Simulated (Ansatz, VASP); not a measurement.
**One calculation of Zr, two programs**

File INCAR:

```
ALGO     = Normal         # electronic algorithm
DIPOL    = 0.5 0.5 0.500
EDIFF    = 1E-6           # SCF threshold, eV
ENCUT    = 520            # plane-wave cutoff, eV
GGA      = PE             # functional
IDIPOL   = 3            
ISIF     = 2              # what is computed and relaxed
ISMEAR   = -1             # smearing method
LASPH    = True           # aspherical terms in the spheres
LCHARG   = False          # write CHGCAR
LDIPOL   = True         
LREAL    = False          # projectors in reciprocal space
LWAVE    = False          # write WAVECAR
NBANDS   = 38             # bands
NELM     = 100            # most SCF steps
PREC     = Accurate       # precision mode
SIGMA    = 0.05           # smearing width, eV
```

Contents of KPOINTS:

```
k-points
0
Gamma
  9 9 1
```

POSCAR

```
Zr
1.0
    3.2319982225      0.0000000000      0.0000000000
   -1.6159991113      2.7989925656      0.0000000000
    0.0000000000      0.0000000000     25.2940000000
Zr
5
Direct
    0.3333333333      0.6666666666      0.2965130070
    0.6666666667      0.3333333334      0.3982565035
    0.3333333333      0.6666666666      0.5000000000
    0.6666666667      0.3333333334      0.6017434965
    0.3333333333      0.6666666666      0.7034869930
```

File input.yaml:

```yaml
crystal:
  lattice:
    - [3.2319982225, 0.0, 0.0]
    - [-1.6159991113, 2.7989925656, 0.0]
    - [0.0, 0.0, 25.294]
  atoms:
    - { symbol: Zr, position: [0.3333333333, 0.6666666666, 0.296513007] }
    - { symbol: Zr, position: [0.6666666667, 0.3333333334, 0.3982565035] }
    - { symbol: Zr, position: [0.3333333333, 0.6666666666, 0.5] }
    - { symbol: Zr, position: [0.6666666667, 0.3333333334, 0.6017434965] }
    - { symbol: Zr, position: [0.3333333333, 0.6666666666, 0.703486993] }
hamiltonian:
  xc: pbe
  pseudopotentials: { kind: paw }
kpoints:
  mp_grid: { grid: [9, 9, 1] }
scf:
  occupations: { method: fermi_dirac, width: 0.05 }
output:
  forces: true
  eigenvalues: true
efield:
  axis: 3
  dipole_correction: true
  ramp_width: 0.04
```

Alike in both runs: task single point; functional PBE; k mesh 9 × 9 × 1; occupations fermi-dirac, width 0.05 eV; no spin polarisation.

|  | VASP | Ansatz |
| --- | --- | --- |
| version | VASP 6.6.1 | Ansatz 0.2.0 |
| potentials or method | VASP PAW PBE potentials, release 64 (Zr_sv) | Ansatz PAW |
| plane-wave cutoff (eV) | 520 | 420 |
| valence electrons in the cell | 60 | 60 |

```csv
,VASP,Ansatz,Ansatz less VASP
gap on the k mesh at the Fermi level (eV),none,none,-
rms of the force components (eV/Å),0.290,0.290,0.0000
```

Atom by atom the forces differ by 0.001 eV/Å (rms over components). A gap of «none» marks a metal or a gap that the smearing closes.
